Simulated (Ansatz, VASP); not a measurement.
**GaSb in VASP and in Ansatz**

```xyz
2
Lattice="0.0000 3.0245 3.0245 3.0245 0.0000 3.0245 3.0245 3.0245 0.0000" Properties=species:S:1:pos:R:3 pbc="T T T"
Ga    0.0000    0.0000    0.0000
Sb    1.5123    1.5123    1.5123
```

Alike in both runs: functional LDA; k mesh 16 × 16 × 16; occupations gaussian, width 0.1 eV; no spin polarisation.

Ansatz relaxed the structure, and its values are those at the end. VASP's run is a single point on that final structure, the one shown.

```csv
,VASP,Ansatz
version,VASP 6.6.1,Ansatz 0.2.0
potentials or method,"VASP PAW LDA potentials, release 64 (Ga_d, Sb), cutoff 520 eV","scalar-relativistic, plane waves, PAW"
valence electrons in the cell,18,28
```

|  | VASP | Ansatz | Ansatz less VASP |
| --- | --- | --- | --- |
| pressure (GPa) | 0.2 | 0.0 | -0.19 |

Ansatz warns that its potentials were made for another functional, while VASP's fit it. LDA's correlation is that of Perdew and Zunger in VASP and of Perdew and Wang (1992) in Ansatz. VASP's potentials hold 18 valence electrons a cell and Ansatz's 28, so a difference there can come from the potentials and not from the codes.

Neither program's run includes spin-orbit coupling.
